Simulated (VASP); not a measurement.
Wanted: the native input for a VASP 6.6.1 run.

```
Task                   : single point
Functional             : PBE
Dispersion             : D3(BJ)
Potentials or basis    : VASP PAW PBE potentials, release 64 (S, W_sv)
Cutoff                 : 520 eV
k mesh                 : 9 × 9 × 1
Occupations            : gaussian, width 0.05 eV
Spin                   : no spin polarisation
Dipole correction      : yes
Further INCAR settings : ALGO = Normal; EDIFF = 1e-06; NBANDS = 35
```

The structure of WS2 lies in POSCAR:

```
WS2
1.0
    3.1595457497      0.0000000000      0.0000000000
   -1.5797728749      2.7362468836      0.0000000000
    0.0000000000      0.0000000000     23.8042575719
S W
4 2
Direct
    0.3333333333      0.6666666667      0.1890418126
    0.3333333333      0.6666666667      0.3214605103
    0.6666666667      0.6666666667      0.5205845529
    0.6666666667      0.6666666667      0.6530032506
    0.6666666667      0.3333333333      0.2552511581
    0.3333333333      1.0000000000      0.5867938984
```

This cell differs from its parent crystal: layers slid over each other.

The input as run:

INCAR

```
PREC = Accurate
ENCUT = 520
EDIFF = 1E-6
ISMEAR = 0
SIGMA = 0.05
LREAL = F
LASPH = T
NELM = 60
ALGO = Normal
ISIF = 2
LWAVE = F
LCHARG = F
LDIPOL = T
IDIPOL = 3
DIPOL = 0.5 0.5 0.421
GGA = PE
IVDW = 12
NBANDS = 35
```

KPOINTS

```
regular mesh
0
Gamma
  9 9 1
```

Potentials or basis: VASP PAW PBE potentials, release 64 (S, W_sv).

Command:

```sh
$ cat potpaw_PBE.64/S/POTCAR potpaw_PBE.64/W_sv/POTCAR > POTCAR
$ mpirun -np 1 vasp_std > vasp.out
```

Results of the run:

```yaml
Largest_force: 0.046 eV/Å
Band_gap_on_the_k_mesh: 1.92 eV
Dispersion_energy_per_atom: -0.328 eV
```

Caveat: the cell differs from its parent crystal (layers slid over each other); spin-orbit coupling is left out, which moves the levels of the heavy elements.

Wall time 7.3 min on 1 thread of AMD EPYC 7R13, with other jobs on the host, peak memory 0.42 GiB.
